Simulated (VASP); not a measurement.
A run of VASP 6.6.1:

The input INCAR:

```
SYSTEM = GaOs12
PREC = Accurate ; ENCUT = 520
EDIFF = 1E-6 ; ISMEAR = -1
SIGMA = 0.1 ; LREAL = .False.
LASPH = .True. ; NELM = 100
ALGO = Normal ; ISIF = 2
LWAVE = .False. ; LCHARG = .False.
GGA = PE ; IVDW = 12
NBANDS = 66
```

Contents of KPOINTS:

```
regular mesh
0
Gamma
  4 4 1
  0 0 0
```

POSCAR

```
GaOs12
1.0
    5.4800000000      0.0000000000      0.0000000000
    2.7400000000      4.7458190000      0.0000000000
    0.0000000000      0.0000000000     16.3264600000
Os Ga
12 1
Direct
    0.0000000000      0.0000000000      0.0612502649
    0.5000000000      0.0000000000      0.0612502649
   -0.0000000527      0.5000001054      0.0612502649
    0.4999999473      0.5000001054      0.0612502649
   -0.1655304068      0.3331947552      0.1891261180
    0.3323368463      0.3331905410      0.1891264242
   -0.1656297344      0.8312539943      0.1889769736
    0.3338607136      0.8322778429      0.1893657290
   -0.0103973308      0.0005063404      0.3188658166
    0.5098902267      0.0005027583      0.3188671641
   -0.0005884426      0.5011725057      0.3180549856
    0.5032265280      0.4935462140      0.3173777414
    0.2350481911      1.0298915740      0.4491744077
```

Potentials or basis: VASP PAW PBE potentials, release 64 (Os, Ga_d).

Command:

```bash
$ cat potpaw_PBE.64/Os/POTCAR potpaw_PBE.64/Ga_d/POTCAR > POTCAR
$ mpirun -np 1 vasp_std > vasp.out
```

Hardware: 1 thread of Intel(R) Xeon(R) Platinum 8259CL CPU @ 2.50GHz (Skylake/Cascade Lake) (shared host).

Q: Estimate the wall time of this run.

A: It took 17 min on 1 thread of Intel(R) Xeon(R) Platinum 8259CL CPU @ 2.50GHz (Skylake/Cascade Lake), on a shared host, peak memory 0.64 GiB. Counts: scf iterations 31, k points 10.
